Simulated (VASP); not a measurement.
A run of VASP 6.6.1:

Contents of INCAR:

```
SYSTEM = SnO2
PREC     = Accurate       ! precision mode
ENCUT    = 520            ! plane-wave cutoff, eV
EDIFF    = 1E-7           ! SCF threshold, eV
ISMEAR   = 0              ! smearing method
SIGMA    = 0.05           ! smearing width, eV
LREAL    = .False.        ! projectors in reciprocal space
LASPH    = .True.         ! aspherical terms in the spheres
NELM     = 60             ! most SCF steps
ALGO     = Normal         ! electronic algorithm
ISIF     = 2              ! what is computed and relaxed
LWAVE    = .False.        ! write WAVECAR
LCHARG   = .False.        ! write CHGCAR
GGA      = PS             ! functional
NBANDS   = 20             ! bands
```

KPOINTS

```
Automatic mesh
0
Gamma
  12 12 12
  0 0 0
```

The input POSCAR:

```
SnO2
1.0
    1.5763225363      0.9100902406      4.3304882037
   -1.5763225363      0.9100902406      4.3304882037
    0.0000000000     -1.8201804813      4.3304882037
Sn O
1 2
Direct
    0.5000000000      0.5000000000      0.5000000000
    0.2477865012      0.2477865012      0.2477865012
    0.7522134988      0.7522134988      0.7522134988
```

Potentials or basis: VASP PAW PBE potentials, release 64 (Sn_d, O).

The run is started by

```sh
$ cat potpaw_PBE.64/Sn_d/POTCAR potpaw_PBE.64/O/POTCAR > POTCAR
$ mpirun -np 1 vasp_std > vasp.out
```

Hardware: 1 thread of Intel(R) Xeon(R) 6975P-C (Granite Rapids) (shared host).

Estimate the wall time of this run.

Run time: 74 s on 1 thread of Intel(R) Xeon(R) 6975P-C (Granite Rapids) (shared host), peak memory 0.29 GiB. Counts: scf iterations 13, k points 189.
